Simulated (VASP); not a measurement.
# KF (Carobbiite) (Fm-3m) in VASP: single point with PBE

Aim: the single point of KF (Carobbiite) with PBE.

All numbers are computed with VASP 6.6.1; they aren't measurements. Logs are shortened: lines on timing, memory, paths and dates and some standing lists are left out, and cuts for length are marked.

## Step 1: The cell of the first run

Symmetry: Fm-3m, No. 225, cubic system. Conventional cell: a = 5.344 Å, b = 5.344 Å, c = 5.344 Å, α = 90.00°, β = 90.00°, γ = 90.00°. Within 3.5 Å of K (site symmetry m-3m) lie 6 F at 2.67 Å. Within 3.5 Å of F (site symmetry m-3m) lie 6 K at 2.67 Å.

## Step 2: Single point, PBE

INCAR reads:

```
  PREC = Accurate
  ENCUT = 600
  EDIFF = 1E-6
  ISMEAR = 0
  SIGMA = 0.01
  LREAL = F
  LASPH = T
  NELM = 120
  ALGO = Normal
  ISIF = 2
  LWAVE = F
  LCHARG = T
  GGA = PE
  LELF = T
  LVHAR = T
  NBANDS = 15
  GGA_COMPAT = F
```

KPOINTS reads:

```
regular mesh
0
Gamma
  6 6 6
```

POSCAR reads:

```
KF
1.0
    3.7785670000      0.0000000000      0.0000000000
    1.8892835000      3.2723350119      0.0000000000
    1.8892835000      1.0907783373      3.0851870363
K F
1 1
Direct
    0.0000000000      0.0000000000      0.0000000000
    0.5000000000      0.5000000000      0.5000000000
```

Potentials or basis: VASP PAW PBE potentials, release 64 (K_sv, F).

Command:

```bash
$ cat potpaw_PBE.64/K_sv/POTCAR potpaw_PBE.64/F/POTCAR > POTCAR
$ mpirun -np 1 vasp_std > vasp.out
```

OUTCAR:

```text
PREC = Accurate
   ENCUT = 600
   EDIFF = 1E-6
   ISMEAR = 0
   LREAL = F
   LASPH = T
   NELM = 120
   ISIF = 2
   GGA = PE

 ion  position               nearest neighbor table
   1  0.000  0.000  0.000-   2 2.67   2 2.67   2 2.67   2 2.67   2 2.67   2 2.67
   2  0.500  0.500  0.500-   1 2.67   1 2.67   1 2.67   1 2.67   1 2.67   1 2.67

  LATTYP: Found a face centered cubic cell.
 ALAT       =     5.3437006977

  Lattice vectors:

 A1 = (   3.7785670000,   0.0000000000,   0.0000000000)
 A2 = (   1.8892835000,   3.2723350119,   0.0000000000)
 A3 = (   1.8892835000,   1.0907783373,   3.0851870363)

Analysis of symmetry for initial positions (statically):
=====================================================================
 Subroutine PRICEL returns:
 Original cell was already a primitive cell.

 Routine SETGRP: Setting up the symmetry group for a
 face centered cubic supercell.

 Subroutine GETGRP returns: Found 48 space group operations
 (whereof 48 operations were pure point group operations)
 out of a pool of 48 trial point group operations.

The static configuration has the point symmetry O_h .

Analysis of symmetry for dynamics (positions and initial velocities):
=====================================================================
 Subroutine PRICEL returns:
 Original cell was already a primitive cell.

 Routine SETGRP: Setting up the symmetry group for a
 face centered cubic supercell.

 Subroutine GETGRP returns: Found 48 space group operations
 (whereof 48 operations were pure point group operations)
 out of a pool of 48 trial point group operations.

The dynamic configuration has the point symmetry O_h .

 Subroutine INISYM returns: Found 48 space group operations
 (whereof 48 operations are pure point group operations),
 and found     1 'primitive' translations

----------------------------------------------------------------------------------------

                                     Primitive cell

  volume of cell :      38.1475

  direct lattice vectors                    reciprocal lattice vectors
     3.778567000  0.000000000  0.000000000     0.264650594 -0.152796092 -0.108043152
     1.889283500  3.272335012  0.000000000     0.000000000  0.305592183 -0.108043152
     1.889283500  1.090778337  3.085187036     0.000000000  0.000000000  0.324129457

  length of vectors
     3.778567000  3.778567000  3.778567000     0.324129457  0.324129457  0.324129457
[... 80 lines left out ...]
   POTIM  = 0.5000    time-step for ionic-motion
   TEBEG  =    0.0;   TEEND  =   0.0 temperature during run
   PSTRESS=    0.0 pullay stress
   NELECT =      16.0000    total number of electrons
   NUPDOWN=      -1.0000    fix difference up-down
   EMIN   =  10.00;   EMAX   =-10.00  energy-range for DOS
   EFERMI =   0.00;   METHOD = LEGACY
   ISMEAR =     0;   SIGMA  =   0.01  broadening in eV -4-tet -1-fermi 0-gaus
   EFERMI_NEDOS =   21; number of points for ismear=-14 and -15
   IALGO  =     38    algorithm
   IMIX   =      4    mixing-type and parameters
     AMIX     =   0.40;   BMIX     =  1.00
     AMIX_MAG =   1.60;   BMIX_MAG =  1.00
  volume/ion in A,a.u.               =      19.07       128.72
  Fermi-wavevector in a.u.,A,eV,Ry     =   1.225442  2.315749 20.431973  1.501708
  Thomas-Fermi vector in A             =   2.360480
   LORBIT       =      0    0 simple, 1 ext, 2 COOP (PROOUT), +10 PAW based schemes
   GGA     = PE    functional components
   LHFCALC =     F    Hartree Fock is set to
   AEXX    =    0.0000 exact exchange contribution
   IVDW    =     0    specifies the selected vdW correction
   LEPSILON=     F    determine dielectric tensor
   LRPA    =     F    only Hartree local field effects (RPA)
 non-spin polarized calculation
 Gauss-broadening in eV      SIGMA  =   0.01
  energy-cutoff  :      600.00
  volume of cell :       38.15
 maximum number of plane-waves:      1303
   NGX = 15   NGY = 15   NGZ = 15

 number of electron      15.9999997 magnetization

 Free energy of the ion-electron system (eV)
  ---------------------------------------------------
  ext. energy  EPLUGINS =         0.00000000
  ---------------------------------------------------
  free energy    TOTEN  =        -8.29199057 eV

  energy without entropy =       -8.29199057  energy(sigma->0) =       -8.29199057

 E-fermi :  -2.7407     XC(G=0):  -8.4036

 val. band max:       -2.8064128487   @ k =   0.0000   0.0000   0.0000
 cond. band min:       3.3607926805   @ k =   0.0000   0.0000   0.0000
 fundamental gap:      6.1672055292
 Fermi energy:        -2.7406893535

 k-point     1 :       0.0000    0.0000    0.0000
  band No.  band energies     occupation
      1     -28.9422      2.00000
      2     -21.4636      2.00000
      3     -12.1931      2.00000
      4     -12.1931      2.00000
      5     -12.1931      2.00000
      6      -2.8064      2.00000
      7      -2.8064      2.00000
      8      -2.8064      2.00000
      9       3.3608      0.00000
     10       7.8746      0.00000
     11       7.8746      0.00000
     12       7.8746      0.00000
     13       9.5465      0.00000
     14       9.5465      0.00000
[... 257 lines left out ...]
      2     -21.4982      2.00000
      3     -12.6648      2.00000
      4     -12.4917      2.00000
      5     -12.3117      2.00000
      6      -3.1253      2.00000
      7      -3.0015      2.00000
      8      -2.9263      2.00000
      9       6.1377      0.00000
     10       7.8166      0.00000
     11       8.1365      0.00000
     12      10.7177      0.00000
     13      11.4298      0.00000
     14      12.2569      0.00000
     15      12.5203      0.00000

------------------------ aborting loop because EDIFF is reached ----------------------------------------

  FORCE on cell =-STRESS in cart. coord.  units (eV):
  Direction    XX          YY          ZZ          XY          YZ          ZX
  --------------------------------------------------------------------------------------
  -------------------------------------------------------------------------------------
  Total        0.3304649      0.3304649      0.3304649     -0.0000000     -0.0000000     -0.0000000
  in kB       13.8793623     13.8793623     13.8793623     -0.0000000     -0.0000000     -0.0000000
  external PRESSURE =      13.8793623 kB  Pullay stress =       0.0000000 kB

 VOLUME and BASIS-vectors are now :
 -----------------------------------------------------------------------------
  energy-cutoff  :      600.00
  volume of cell :       38.15
      direct lattice vectors                 reciprocal lattice vectors
     3.778567000  0.000000000  0.000000000     0.264650594 -0.152796092 -0.108043152
     1.889283500  3.272335012  0.000000000     0.000000000  0.305592183 -0.108043152
     1.889283500  1.090778337  3.085187036     0.000000000  0.000000000  0.324129457

 POSITION                                       TOTAL-FORCE (eV/Angst)
 -----------------------------------------------------------------------------------
      0.00000      0.00000      0.00000        -0.000000      0.000000      0.000000
      3.77857      2.18156      1.54259         0.000000     -0.000000      0.000000
 -----------------------------------------------------------------------------------
    total drift:                                0.000000      0.000000      0.000000

  FREE ENERGIE OF THE ION-ELECTRON SYSTEM (eV)
  ---------------------------------------------------
  free  energy   TOTEN  =        -8.2919905691 eV

  energy  without entropy=       -8.2919905691  energy(sigma->0) =       -8.29199057
```

OSZICAR:

```text
N       E                     dE             d eps       ncg     rms          rms(c)
DAV:   1     0.119746135274E+03    0.11975E+03   -0.89868E+03   480   0.116E+03
DAV:   2    -0.438368574646E+01   -0.12413E+03   -0.11176E+03   642   0.292E+02
DAV:   3    -0.939815584847E+01   -0.50145E+01   -0.49840E+01   620   0.535E+01
DAV:   4    -0.955259799964E+01   -0.15444E+00   -0.15443E+00   649   0.861E+00
DAV:   5    -0.955409269406E+01   -0.14947E-02   -0.14947E-02   628   0.791E-01    0.632E+00
DAV:   6    -0.832321007691E+01    0.12309E+01   -0.35153E+00   508   0.148E+01    0.401E+00
DAV:   7    -0.829437864892E+01    0.28831E-01   -0.67874E-02   578   0.226E+00    0.226E+00
DAV:   8    -0.828978122514E+01    0.45974E-02   -0.52369E-02   515   0.227E+00    0.199E-01
DAV:   9    -0.829128995280E+01   -0.15087E-02   -0.39397E-03   592   0.525E-01    0.123E-01
DAV:  10    -0.829185823625E+01   -0.56828E-03   -0.46700E-04   515   0.189E-01    0.615E-02
DAV:  11    -0.829199153214E+01   -0.13330E-03   -0.13527E-04   515   0.978E-02    0.197E-02
DAV:  12    -0.829199061919E+01    0.91295E-06   -0.13329E-05   572   0.363E-02    0.458E-03
DAV:  13    -0.829199056908E+01    0.50114E-07   -0.22924E-06   536   0.138E-02
   1 F= -.82919906E+01 E0= -.82919906E+01  d E =-.136242E-22
```

Wall time 22 s (1 thread of Intel Xeon 8259CL, shared host); peak memory 0.17 GiB.

What came out:

| Item | Value |
| --- | --- |
| Free energy | -8.2920 eV |
| Pressure | 1.4 GPa |
| Band gap on the k mesh | 6.17 eV, direct |
